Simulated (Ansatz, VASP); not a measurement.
# One calculation of Si, two programs

The input INCAR:

```
SYSTEM = Si
PREC     = Accurate       ! precision mode
ENCUT    = 520            ! plane-wave cutoff, eV
EDIFF    = 1E-6           ! SCF threshold, eV
ISMEAR   = 0              ! smearing method
SIGMA    = 0.1            ! smearing width, eV
LREAL    = .FALSE.        ! projectors in reciprocal space
LASPH    = .TRUE.         ! aspherical terms in the spheres
NELM     = 80             ! most SCF steps
ALGO     = Normal         ! electronic algorithm
ISIF     = 2              ! what is computed and relaxed
LWAVE    = .FALSE.        ! write WAVECAR
LCHARG   = .FALSE.        ! write CHGCAR
LDIPOL   = .TRUE.       
IDIPOL   = 3            
DIPOL    = 0.5 0.5 0.364
GGA      = PE             ! functional
IVDW     = 12             ! dispersion correction
NBANDS   = 16             ! bands
```

Contents of KPOINTS:

```
Automatic mesh
0
G
  9 9 1
  0 0 0
```

File POSCAR:

```
Si
1.0
    3.8475254748      0.0000000000      0.0000000000
   -1.9237627374      3.3320548028      0.0000000000
    0.0000000000      0.0000000000     18.4415958287
Si
4
Direct
    0.3333333333      0.6666666667      0.2695427207
    0.6666666667      0.3333333333      0.2440135898
    1.1111111111     -0.1111111111      0.4848601993
    0.7777777778      0.2222222222      0.4593310684
```

Input for Ansatz:

```yaml
crystal:
  lattice:
    - [3.8475254748, 0.0, 0.0]
    - [-1.9237627374, 3.3320548028, 0.0]
    - [0.0, 0.0, 18.4415958287]
  atoms:
    - { symbol: Si, position: [0.3333333333, 0.6666666667, 0.2695427207] }
    - { symbol: Si, position: [0.6666666667, 0.3333333333, 0.2440135898] }
    - { symbol: Si, position: [1.1111111111, -0.1111111111, 0.4848601993] }
    - { symbol: Si, position: [0.7777777778, 0.2222222222, 0.4593310684] }
basis:
  ecutwfc: 420
kpoints:
  mp_grid: { grid: [9, 9, 1] }
hamiltonian:
  xc: pbe
  pseudopotentials: { kind: paw, azcp: { folder: soft_1 } }
  dispersion: d3bj
scf:
  occupations: { method: gaussian, width: 0.1 }
output:
  forces: true
  eigenvalues: true
efield:
  axis: 3
  dipole_correction: true
  ramp_width: 0.04
```

Alike in both runs: task single point; functional PBE; dispersion D3(BJ); k mesh 9 × 9 × 1; occupations gaussian, width 0.1 eV; no spin polarisation.

|  | VASP | Ansatz |
| --- | --- | --- |
| version | VASP 6.6.1 | Ansatz 0.2.0 |
| potentials or method | VASP PAW PBE potentials, release 64 (Si), cutoff 520 eV | scalar-relativistic, plane waves, PAW |
| valence electrons in the cell | 16 | 16 |

```csv
,VASP,Ansatz,Ansatz less VASP
gap on the k mesh at the Fermi level (eV),0.31,0.31,0.000
least direct gap on the mesh (eV),0.36,0.36,0.000
rms of the force components (eV/Å),0.093,0.095,+0.0016
```

Atom by atom the forces differ by 0.003 eV/Å (rms over components).
